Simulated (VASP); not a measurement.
# RhC (Cmmm) in VASP: single point with PBE

Aim: the single point of RhC with PBE.

Everything below comes from runs of VASP 6.6.1. Logs are shortened: lines on timing, memory, paths and dates and some standing lists are left out, and cuts for length are marked.

## (1) The cell of the first run

Symmetry: Cmmm, No. 65, orthorhombic system. Conventional cell: a = 4.185 Å, b = 4.616 Å, c = 5.312 Å, α = 90.00°, β = 90.00°, γ = 90.00°. Rh (site symmetry mm2) has 6 C at 1.95 to 2.76 Å and 2 Rh at 2.61 to 2.70 Å within 2.8 Å. C (site symmetry 2mm) has 1 C at 1.36 Å within 1.8 Å.

The cell was generated, and may not be a known phase.

## (2) Single point, PBE

File INCAR:

```
PREC = Accurate ; ENCUT = 700
EDIFF = 1E-6 ; ISMEAR = 0
SIGMA = 0.1 ; LREAL = False
LASPH = True ; NELM = 120
ALGO = Normal ; ISIF = 2
LWAVE = False ; LCHARG = False
GGA = PE ; NBANDS = 29
GGA_COMPAT = False
```

File KPOINTS:

```
Automatic mesh
0
Gamma
  6 6 6
```

File POSCAR:

```
RhC
1.0
    2.0924236777     -2.3080618566      0.0000000000
    2.0924236777      2.3080618566      0.0000000000
    0.0000000000      0.0000000000      5.3122633559
Rh C
2 2
Direct
    0.5000000000      0.5000000000      0.7456715704
    0.5000000000      0.5000000000      0.2543284296
    0.1628350810      0.1628350810      0.0000000000
    0.8371649190      0.8371649190      0.0000000000
```

Potentials or basis: VASP PAW PBE potentials, release 64 (Rh_sv_GW, C).

Started as:

```console
cat potpaw_PBE.64/Rh_sv_GW/POTCAR potpaw_PBE.64/C/POTCAR > POTCAR
mpirun -np 1 vasp_std > vasp.out
```

OUTCAR:

```text
PREC = Accurate
   ENCUT = 700
   EDIFF = 1E-6
   ISMEAR = 0
   LREAL = False
   LASPH = True
   NELM = 120
   ISIF = 2
   GGA = PE

 ion  position               nearest neighbor table
   1  0.500  0.500  0.746-   3 1.95   4 1.95   2 2.61
   2  0.500  0.500  0.254-   3 1.95   4 1.95   1 2.61
   3  0.163  0.163  0.000-   4 1.36   2 1.95   1 1.95
   4  0.837  0.837  0.000-   3 1.36   2 1.95   1 1.95

  LATTYP: Found a base centered orthorhombic cell.
 ALAT       =     4.1848473554
 B/A-ratio  =     1.1030566521
 C/A-ratio  =     1.2694043306

  Lattice vectors:

 A1 = (   2.0924236777,  -2.3080618566,   0.0000000000)
 A2 = (   2.0924236777,   2.3080618566,   0.0000000000)
 A3 = (   0.0000000000,   0.0000000000,   5.3122633559)

Analysis of symmetry for initial positions (statically):
=====================================================================
 Subroutine PRICEL returns:
 Original cell was already a primitive cell.

 Routine SETGRP: Setting up the symmetry group for a
 base centered orthorhombic supercell.

 Subroutine GETGRP returns: Found  8 space group operations
 (whereof  8 operations were pure point group operations)
 out of a pool of  8 trial point group operations.

The static configuration has the point symmetry D_2h.

Analysis of symmetry for dynamics (positions and initial velocities):
=====================================================================
 Subroutine PRICEL returns:
 Original cell was already a primitive cell.

 Routine SETGRP: Setting up the symmetry group for a
 base centered orthorhombic supercell.

 Subroutine GETGRP returns: Found  8 space group operations
 (whereof  8 operations were pure point group operations)
 out of a pool of  8 trial point group operations.

The dynamic configuration has the point symmetry D_2h.

 Subroutine INISYM returns: Found  8 space group operations
 (whereof  8 operations are pure point group operations),
 and found     1 'primitive' translations

----------------------------------------------------------------------------------------

                                     Primitive cell

  volume of cell :      51.3105

  direct lattice vectors                    reciprocal lattice vectors
     2.092423678 -2.308061857  0.000000000     0.238957342 -0.216631976  0.000000000
     2.092423678  2.308061857  0.000000000     0.238957342  0.216631976  0.000000000
     0.000000000  0.000000000  5.312263356     0.000000000  0.000000000  0.188243679

  length of vectors
     3.115346912  3.115346912  5.312263356     0.322536857  0.322536857  0.188243679

  position of ions in fractional coordinates (direct lattice)
     0.500000000  0.500000000  0.745671570
     0.500000000  0.500000000  0.254328430
     0.162835081  0.162835081  0.000000000
     0.837164919  0.837164919  0.000000000

  ion indices of the primitive-cell ions
   primitive index   ion index
                 1           1
                 2           2
                 3           3
                 4           4

----------------------------------------------------------------------------------------

 KPOINTS: Automatic mesh

Automatic generation of k-mesh.
 Grid dimensions read from file:
 generate k-points for:    6    6    6

 Generating k-lattice:

  Cartesian coordinates                     Fractional coordinates (reciprocal lattice)
     0.039826224 -0.036105329  0.000000000     0.166666667  0.000000000  0.000000000
     0.039826224  0.036105329  0.000000000     0.000000000  0.166666667  0.000000000
     0.000000000  0.000000000  0.031373947     0.000000000  0.000000000  0.166666667

  Length of vectors
     0.053756143  0.053756143  0.031373947

  Shift w.r.t. Gamma in fractional coordinates (k-lattice)
     0.000000000  0.000000000  0.000000000

 Subroutine IBZKPT returns following result:
 ===========================================

 Found     52 irreducible k-points:

 Following reciprocal coordinates:
            Coordinates               Weight
  0.000000  0.000000  0.000000      1.000000
  0.166667  0.000000  0.000000      4.000000
  0.333333  0.000000  0.000000      4.000000
  0.500000  0.000000  0.000000      2.000000
  0.166667  0.166667  0.000000      2.000000
  0.333333  0.166667  0.000000      4.000000
[... 16 lines left out ...]
  0.333333  0.333333  0.166667      4.000000
  0.500000  0.333333  0.166667      8.000000
 [... further k-points ...]
   k-points           NKPTS =     52   k-points in BZ     NKDIM =     52   number of bands    NBANDS=     29
   number of dos      NEDOS =    301   number of ions     NIONS =      4
   total plane-waves  NPLWV =  37632
   dimension x,y,z NGX =    28 NGY =   28 NGZ =   48
   dimension x,y,z NGXF=    56 NGYF=   56 NGZF=   96
   ions per type =               2   2
   NGX,Y,Z   is equivalent  to a cutoff of  14.94, 14.94, 15.02 a.u.
   NGXF,Y,Z  is equivalent  to a cutoff of  29.88, 29.88, 30.04 a.u.
 SYSTEM =  unknown system
   PREC   = accura    normal or accurate (medium, high low for compatibility)
   ISTART =      0    job   : 0-new  1-cont  2-samecut
   ICHARG =      2    charge: 1-file 2-atom 10-const
   ISPIN  =      1    spin polarized calculation?
   LNONCOLLINEAR =      F non collinear calculations
   LSORBIT =      F    spin-orbit coupling
   LASPH  =      T    aspherical Exc in radial PAW
   ENCUT  =  700.0 eV  51.45 Ry    7.17 a.u.   6.72  6.72 11.46*2*pi/ulx,y,z
   NELM   =    120;   NELMIN=  2; NELMDL= -5     # of ELM steps
   EDIFF  = 0.1E-05   stopping-criterion for ELM
   LREAL  =      F    real-space projection
   EDIFFG = 0.1E-04   stopping-criterion for IOM
   NSW    =      0    number of steps for IOM
   IBRION =     -1    ionic relax: 0-MD 1-quasi-New 2-CG
   NFREE  =      0    steps in history (QN), initial steepest desc. (CG)
   ISIF   =      2    stress and relaxation
   ISYM   =      2    0-nonsym 1-usesym 2-fastsym
   POTIM  = 0.5000    time-step for ionic-motion
   TEBEG  =    0.0;   TEEND  =   0.0 temperature during run
   PSTRESS=    0.0 pullay stress
   NELECT =      42.0000    total number of electrons
   NUPDOWN=      -1.0000    fix difference up-down
   EMIN   =  10.00;   EMAX   =-10.00  energy-range for DOS
   EFERMI =   0.00;   METHOD = LEGACY
   ISMEAR =     0;   SIGMA  =   0.10  broadening in eV -4-tet -1-fermi 0-gaus
   EFERMI_NEDOS =   21; number of points for ismear=-14 and -15
   IALGO  =     38    algorithm
   IMIX   =      4    mixing-type and parameters
     AMIX     =   0.40;   BMIX     =  1.00
     AMIX_MAG =   1.60;   BMIX_MAG =  1.00
  volume/ion in A,a.u.               =      12.83        86.57
  Fermi-wavevector in a.u.,A,eV,Ry     =   1.531401  2.893929 31.908251  2.345190
  Thomas-Fermi vector in A             =   2.638751
   LORBIT       =      0    0 simple, 1 ext, 2 COOP (PROOUT), +10 PAW based schemes
   GGA     = PE    functional components
   LHFCALC =     F    Hartree Fock is set to
   AEXX    =    0.0000 exact exchange contribution
   IVDW    =     0    specifies the selected vdW correction
   LEPSILON=     F    determine dielectric tensor
   LRPA    =     F    only Hartree local field effects (RPA)
 non-spin polarized calculation
 Gauss-broadening in eV      SIGMA  =   0.10
  energy-cutoff  :      700.00
  volume of cell :       51.31
 maximum number of plane-waves:      2177
   NGX = 13   NGY = 13   NGZ = 23

 number of electron      41.9999999 magnetization

 Free energy of the ion-electron system (eV)
  ---------------------------------------------------
  ext. energy  EPLUGINS =         0.00000000
  ---------------------------------------------------
  free energy    TOTEN  =       -26.92280739 eV

  energy without entropy =      -26.90801028  energy(sigma->0) =      -26.91540883

 E-fermi :   7.0776     XC(G=0): -11.9970

 val. band max:        7.0727518566   @ k =   0.1667   0.1667   0.5000
 cond. band min:       7.0833504630   @ k =   0.3333   0.3333   0.0000
 fundamental gap:      0.0105986064
 Fermi energy:         7.0776061930

 k-point     1 :       0.0000    0.0000    0.0000
  band No.  band energies     occupation
      1     -71.6605      2.00000
      2     -71.6131      2.00000
      3     -39.9236      2.00000
      4     -39.7529      2.00000
      5     -39.6997      2.00000
      6     -39.4463      2.00000
[... 21 lines left out ...]
     28      17.9204      0.00000
     29      21.3737      0.00000

 k-point     2 :       0.1667    0.0000    0.0000
  band No.  band energies     occupation
      1     -71.6592      2.00000
      2     -71.6118      2.00000
      3     -39.9209      2.00000
      4     -39.7621      2.00000
      5     -39.7082      2.00000
      6     -39.4448      2.00000
[... 21 lines left out ...]
     28      16.6306      0.00000
     29      19.7622      0.00000

 k-point     3 :       0.3333    0.0000    0.0000
  band No.  band energies     occupation
      1     -71.6566      2.00000
      2     -71.6094      2.00000
      3     -39.9155      2.00000
      4     -39.7819      2.00000
      5     -39.7264      2.00000
      6     -39.4417      2.00000
[... 21 lines left out ...]
     28      16.3930      0.00000
     29      18.3782      0.00000

 k-point     4 :       0.5000    0.0000    0.0000
  band No.  band energies     occupation
      1     -71.6554      2.00000
      2     -71.6081      2.00000
      3     -39.9128      2.00000
      4     -39.7925      2.00000
      5     -39.7360      2.00000
      6     -39.4401      2.00000
[... 597 lines left out ...]
     28      16.7891      0.00000
     29      19.4034      0.00000

 k-point    23 :       0.3333    0.3333    0.1667
  band No.  band energies     occupation
      1     -71.6497      2.00000
      2     -71.6088      2.00000
      3     -39.8771      2.00000
      4     -39.8011      2.00000
      5     -39.7516      2.00000
      6     -39.4693      2.00000
[... 21 lines left out ...]
     28      15.2715      0.00000
     29      16.4643      0.00000

 k-point    24 :       0.5000    0.3333    0.1667
  band No.  band energies     occupation
      1     -71.6485      2.00000
      2     -71.6076      2.00000
      3     -39.8746      2.00000
      4     -39.8085      2.00000
      5     -39.7585      2.00000
      6     -39.4679      2.00000
[... 21 lines left out ...]
     28      14.8706      0.00000
     29      16.6748      0.00000

 [... further k-points ...]

------------------------ aborting loop because EDIFF is reached ----------------------------------------

  FORCE on cell =-STRESS in cart. coord.  units (eV):
  Direction    XX          YY          ZZ          XY          YZ          ZX
  --------------------------------------------------------------------------------------
  -------------------------------------------------------------------------------------
  Total       -0.0245192     -0.0858099     -0.0344975      0.0000000      0.0000000      0.0000000
  in kB       -0.7656154     -2.6794228     -1.0771876      0.0000000      0.0000000      0.0000000
  external PRESSURE =      -1.5074086 kB  Pullay stress =       0.0000000 kB

 VOLUME and BASIS-vectors are now :
 -----------------------------------------------------------------------------
  energy-cutoff  :      700.00
  volume of cell :       51.31
      direct lattice vectors                 reciprocal lattice vectors
     2.092423678 -2.308061857  0.000000000     0.238957342 -0.216631976  0.000000000
     2.092423678  2.308061857  0.000000000     0.238957342  0.216631976  0.000000000
     0.000000000  0.000000000  5.312263356     0.000000000  0.000000000  0.188243679

 POSITION                                       TOTAL-FORCE (eV/Angst)
 -----------------------------------------------------------------------------------
      2.09242      0.00000      3.96120        -0.000000      0.000000     -0.010669
      2.09242      0.00000      1.35106        -0.000000      0.000000      0.010669
      0.68144      0.00000      0.00000         0.031338      0.000000      0.000000
      3.50341      0.00000      0.00000        -0.031338      0.000000      0.000000
 -----------------------------------------------------------------------------------
    total drift:                                0.000000      0.000000      0.000000

  FREE ENERGIE OF THE ION-ELECTRON SYSTEM (eV)
  ---------------------------------------------------
  free  energy   TOTEN  =       -26.9228073918 eV

  energy  without entropy=      -26.9080102752  energy(sigma->0) =      -26.91540883
```

It took 56 s on 1 thread of AMD EPYC 9R45 (Zen 5), shared host; peak memory 0.24 GiB.

Results:

- Free energy: -26.9228 eV
- Pressure: -0.2 GPa
- Largest force: 0.031 eV/Å
- Band gap on the k mesh: zero (bands 21 and 22 overlap by 1.71 eV)

Forces on the atoms (eV/Å):
```
Rh   0.000  0.000 -0.011
Rh   0.000  0.000  0.011
C    0.031  0.000  0.000
C   -0.031  0.000  0.000
```
